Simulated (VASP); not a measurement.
# MgI2 (P-3m1) in VASP: notebook, part 2 of 2

VASP 6.6.1. The steps go on from the part before.

### 5 Relaxation of shape and atoms at fixed volume, PBE+D3(BJ) (volume scaled by 0.94)

The input, INCAR:

```
SYSTEM = MgI2
  PREC = Accurate
  ENCUT = 600
  EDIFF = 1E-6
  ISMEAR = 0
  SIGMA = 0.02
  LREAL = .FALSE.
  LASPH = .TRUE.
  NELM = 100
  ALGO = Normal
  ISIF = 4
  LWAVE = .FALSE.
  LCHARG = .FALSE.
  GGA = PE
  IVDW = 12
  IBRION = 2
  NSW = 50
  EDIFFG = -0.01
```

The input, KPOINTS:

```
Automatic mesh
0
G
  6 6 4
  0 0 0
```

The input, POSCAR:

```
MgI2
1.0
    4.0547899787      0.0000000000      0.0000000000
   -2.0273949894      3.5115511286      0.0000000000
    0.0000000000      0.0000000000      6.6584154454
Mg I
1 2
Direct
    0.0000000000      0.0000000000      0.0000000000
    0.3333333333      0.6666666667      0.2494945080
    0.6666666667      0.3333333333      0.7505054920
```

Potentials or basis: VASP PAW PBE potentials, release 64 (Mg, I).

Command:

```
$ cat potpaw_PBE.64/Mg/POTCAR potpaw_PBE.64/I/POTCAR > POTCAR
$ mpirun -np 1 vasp_std > vasp.out
```

OUTCAR:

```text
SYSTEM = MgI2
   PREC = Accurate
   ENCUT = 600
   EDIFF = 1E-6
   ISMEAR = 0
   LREAL = .FALSE.
   LASPH = .TRUE.
   NELM = 100
   ISIF = 4
   GGA = PE
   IVDW = 12
   IBRION = 2
   NSW = 50
   EDIFFG = -0.01
 IVDW          = 12

 ion  position               nearest neighbor table
   1  0.000  0.000  0.000-   2 2.87   3 2.87   3 2.87   2 2.87   3 2.87   2 2.87
   2  0.333  0.667  0.249-   1 2.87   1 2.87   1 2.87
   3  0.667  0.333  0.751-   1 2.87   1 2.87   1 2.87

  LATTYP: Found a hexagonal cell.
 ALAT       =     4.0547899787
 C/A-ratio  =     1.6421110539

  Lattice vectors:

 A1 = (   4.0547899787,   0.0000000000,   0.0000000000)
 A2 = (  -2.0273949894,   3.5115511286,   0.0000000000)
 A3 = (   0.0000000000,   0.0000000000,   6.6584154454)

Analysis of symmetry for initial positions (statically):
=====================================================================
 Subroutine PRICEL returns:
 Original cell was already a primitive cell.

 Routine SETGRP: Setting up the symmetry group for a
 hexagonal supercell.

 Subroutine GETGRP returns: Found 12 space group operations
 (whereof 12 operations were pure point group operations)
 out of a pool of 24 trial point group operations.

The static configuration has the point symmetry D_3d.

Analysis of symmetry for dynamics (positions and initial velocities):
=====================================================================
 Subroutine PRICEL returns:
 Original cell was already a primitive cell.

 Routine SETGRP: Setting up the symmetry group for a
 hexagonal supercell.

 Subroutine GETGRP returns: Found 12 space group operations
 (whereof 12 operations were pure point group operations)
 out of a pool of 24 trial point group operations.

The dynamic configuration has the point symmetry D_3d.

 Subroutine INISYM returns: Found 12 space group operations
 (whereof 12 operations are pure point group operations),
 and found     1 'primitive' translations

----------------------------------------------------------------------------------------

                                     Primitive cell

  volume of cell :      94.8065

  direct lattice vectors                    reciprocal lattice vectors
     4.054789979  0.000000000  0.000000000     0.246621898  0.142387219  0.000000000
    -2.027394989  3.511551129  0.000000000     0.000000000  0.284774438  0.000000000
     0.000000000  0.000000000  6.658415445     0.000000000  0.000000000  0.150185883

  length of vectors
     4.054789979  4.054789979  6.658415445     0.284774438  0.284774438  0.150185883

  position of ions in fractional coordinates (direct lattice)
     0.000000000  0.000000000  0.000000000
     0.333333333  0.666666667  0.249494508
     0.666666667  0.333333333  0.750505492

  ion indices of the primitive-cell ions
   primitive index   ion index
                 1           1
                 2           2
                 3           3

----------------------------------------------------------------------------------------

 KPOINTS: Automatic mesh

Automatic generation of k-mesh.
 Grid dimensions read from file:
 generate k-points for:    6    6    4

 Generating k-lattice:

  Cartesian coordinates                     Fractional coordinates (reciprocal lattice)
     0.041103650  0.023731203  0.000000000     0.166666667  0.000000000  0.000000000
     0.000000000  0.047462406  0.000000000     0.000000000  0.166666667  0.000000000
     0.000000000  0.000000000  0.037546471     0.000000000  0.000000000  0.250000000

  Length of vectors
     0.047462406  0.047462406  0.037546471

  Shift w.r.t. Gamma in fractional coordinates (k-lattice)
     0.000000000  0.000000000  0.000000000

 Subroutine IBZKPT returns following result:
 ===========================================

 Found     24 irreducible k-points:

 Following reciprocal coordinates:
            Coordinates               Weight
  0.000000  0.000000  0.000000      1.000000
  0.166667  0.000000  0.000000      6.000000
  0.333333  0.000000  0.000000      6.000000
  0.500000  0.000000  0.000000      3.000000
  0.166667  0.166667  0.000000      6.000000
  0.333333  0.166667  0.000000     12.000000
[... 16 lines left out ...]
  0.333333  0.166667  0.500000     12.000000
  0.333333  0.333333  0.500000      2.000000
   k-points           NKPTS =     24   k-points in BZ     NKDIM =     24   number of bands    NBANDS=     12
   number of dos      NEDOS =    301   number of ions     NIONS =      3
   total plane-waves  NPLWV =  55296
   dimension x,y,z NGX =    32 NGY =   32 NGZ =   54
   dimension x,y,z NGXF=    64 NGYF=   64 NGZF=  108
   ions per type =               1   2
   NGX,Y,Z   is equivalent  to a cutoff of  13.12, 13.12, 13.48 a.u.
   NGXF,Y,Z  is equivalent  to a cutoff of  26.24, 26.24, 26.97 a.u.
 SYSTEM =  MgI2
   PREC   = accura    normal or accurate (medium, high low for compatibility)
   ISTART =      0    job   : 0-new  1-cont  2-samecut
   ICHARG =      2    charge: 1-file 2-atom 10-const
   ISPIN  =      1    spin polarized calculation?
   LNONCOLLINEAR =      F non collinear calculations
   LSORBIT =      F    spin-orbit coupling
   LASPH  =      T    aspherical Exc in radial PAW
   ENCUT  =  600.0 eV  44.10 Ry    6.64 a.u.   8.10  8.10 13.30*2*pi/ulx,y,z
   NELM   =    100;   NELMIN=  2; NELMDL= -5     # of ELM steps
   EDIFF  = 0.1E-05   stopping-criterion for ELM
   LREAL  =      F    real-space projection
   EDIFFG = -.1E-01   stopping-criterion for IOM
   NSW    =     50    number of steps for IOM
   IBRION =      2    ionic relax: 0-MD 1-quasi-New 2-CG
   NFREE  =      1    steps in history (QN), initial steepest desc. (CG)
   ISIF   =      4    stress and relaxation
   ISYM   =      2    0-nonsym 1-usesym 2-fastsym
   POTIM  = 0.5000    time-step for ionic-motion
   TEBEG  =    0.0;   TEEND  =   0.0 temperature during run
   PSTRESS=    0.0 pullay stress
   NELECT =      16.0000    total number of electrons
   NUPDOWN=      -1.0000    fix difference up-down
   EMIN   =  10.00;   EMAX   =-10.00  energy-range for DOS
   EFERMI =   0.00;   METHOD = LEGACY
   ISMEAR =     0;   SIGMA  =   0.02  broadening in eV -4-tet -1-fermi 0-gaus
   EFERMI_NEDOS =   21; number of points for ismear=-14 and -15
   IALGO  =     38    algorithm
   IMIX   =      4    mixing-type and parameters
     AMIX     =   0.40;   BMIX     =  1.00
     AMIX_MAG =   1.60;   BMIX_MAG =  1.00
  volume/ion in A,a.u.               =      31.60       213.26
  Fermi-wavevector in a.u.,A,eV,Ry     =   0.904695  1.709625 11.135996  0.818473
  Thomas-Fermi vector in A             =   2.028173
   LORBIT       =      0    0 simple, 1 ext, 2 COOP (PROOUT), +10 PAW based schemes
   GGA     = PE    functional components
   LHFCALC =     F    Hartree Fock is set to
   AEXX    =    0.0000 exact exchange contribution
   IVDW    =    12    specifies the selected vdW correction
   LEPSILON=     F    determine dielectric tensor
   LRPA    =     F    only Hartree local field effects (RPA)
 conjugate gradient relaxation of ions
 non-spin polarized calculation
 Gauss-broadening in eV      SIGMA  =   0.02
  energy-cutoff  :      600.00
  volume of cell :       94.81
 maximum number of plane-waves:      3196
   NGX = 17   NGY = 17   NGZ = 27

--------------------------------------- Ionic step        1  -------------------------------------------

 number of electron      15.9999998 magnetization

 Free energy of the ion-electron system (eV)
  ---------------------------------------------------
  ext. energy  EPLUGINS =         0.00000000
  ---------------------------------------------------
  free energy    TOTEN  =        -7.59608800 eV

  energy without entropy =       -7.59608800  energy(sigma->0) =       -7.59608800

------------------------ aborting loop because EDIFF is reached ----------------------------------------

 Edisp (eV)   -1.00647

 E8    (eV) :    -0.4502

  FORCE on cell =-STRESS in cart. coord.  units (eV):
  Direction    XX          YY          ZZ          XY          YZ          ZX
  --------------------------------------------------------------------------------------
  -------------------------------------------------------------------------------------
  Total       0.98825     0.98825     0.92486    -0.00000     0.00000    -0.00000
  in kB      16.70081    16.70081    15.62961    -0.00000     0.00000    -0.00000
  external pressure =       16.34 kB  Pullay stress =        0.00 kB
[... 186 lines left out ...]
  energy  without entropy=       -8.6063101996  energy(sigma->0) =       -8.60631020

--------------------------------------- Ionic step        6  -------------------------------------------

 number of electron      16.0000000 magnetization

 Free energy of the ion-electron system (eV)
  ---------------------------------------------------
  ext. energy  EPLUGINS =         0.00000000
  ---------------------------------------------------
  free energy    TOTEN  =        -7.60015636 eV

  energy without entropy =       -7.60015636  energy(sigma->0) =       -7.60015636

 E-fermi :   3.2944     XC(G=0):  -8.5847

 val. band max:        3.1881553622   @ k =   0.0000   0.0000   0.0000
 cond. band min:       6.6051750610   @ k =   0.5000   0.0000   0.2500
 fundamental gap:      3.4170196988
 Fermi energy:         3.2943752652

 k-point     1 :       0.0000    0.0000    0.0000
  band No.  band energies     occupation
      1      -9.2706      2.00000
      2      -8.4115      2.00000
      3      -0.8633      2.00000
      4       2.6016      2.00000
      5       2.6016      2.00000
      6       3.0564      2.00000
      7       3.0564      2.00000
      8       3.1882      2.00000
      9       6.9702      0.00000
     10       7.8795      0.00000
     11       9.8990      0.00000
     12       9.8990      0.00000
[... 377 lines left out ...]
  FREE ENERGIE OF THE ION-ELECTRON SYSTEM (eV)
  ---------------------------------------------------
  free  energy   TOTEN  =        -8.6063944218 eV

  energy  without entropy=       -8.6063944218  energy(sigma->0) =       -8.60639442

 reached required accuracy - stopping structural energy minimisation
```

It took 58 s on 1 thread of AMD EPYC 9R14 (Zen 4), shared host; peak memory 0.22 GiB.

Results:

* Free energy: -8.6064 eV
* Energy gained by relaxing: 1.3 meV/atom
* Ionic steps: 6
* Pressure after relaxing: 1.2 GPa
* Band gap on the k mesh: 3.42 eV, indirect (least direct gap 3.78 eV)
* Dispersion energy per atom: -0.335 eV

Step by step:
| step | energy change (eV) | largest force (eV/Å) | pressure (GPa) | volume (Å³) |
| --- | --- | --- | --- | --- |
| 1 | 0.0000 | 0.1430 | 1.63 | 94.81 |
| 2 | -0.0017 | 0.0993 | 1.52 | 94.81 |
| 3 | -0.0034 | 0.0301 | 1.17 | 94.81 |
| 4 | -0.0035 | 0.0075 | 1.23 | 94.81 |
| 5 | -0.0038 | 0.0039 | 1.22 | 94.81 |
| 6 | -0.0038 | 0.0001 | 1.21 | 94.81 |

Final structure:
```
Mg I
1.0
     4.07008    0.00000    0.00000
    -2.03504    3.52480    0.00000
     0.00000    0.00000    6.60847
Mg I
1 2
Direct
  0.00000 0.00000 0.00000
  0.33333 0.66667 0.25333
  0.66667 0.33333 0.74667
```

Caveat: the cell differs from its parent crystal (volume scaled by 0.94); spin-orbit coupling is left out, which moves the levels of the heavy elements. A k mesh can miss the band edges.

### 6 The runs side by side

```csv
task,cell,cutoff (eV),gap on the mesh (eV),pressure (GPa),largest force (eV/Å)
single point,"a = 4.066, b = 4.066, c = 6.622 Å, angles 90.0, 90.0, 120.0°, 3 atoms",520,3.43,1.2,0.01
single point,"a = 4.127, b = 4.127, c = 6.837 Å, angles 90.0, 90.0, 120.0°, 3 atoms",520,3.52,-0.1,0.01
single point,"a = 4.140, b = 4.140, c = 6.880 Å, angles 90.0, 90.0, 120.0°, 3 atoms",520,3.53,-0.3,0.01
relaxation of shape and atoms at fixed volume,"relaxed from a = 4.055, b = 4.055, c = 6.658 Å, angles 90.0, 90.0, 120.0°, 3 atoms",600,3.42,1.2,-
```

Alike in all rows: level PBE+D3(BJ); potentials or basis VASP PAW PBE potentials, release 64 (Mg, I); no spin polarisation; k mesh 6 × 6 × 4; smearing gaussian 0.02 eV.

Caveats: spin-orbit coupling is left out, which moves the levels of the heavy elements.

Total energies depend on the potentials used, so only differences within one code and one set of settings carry meaning.
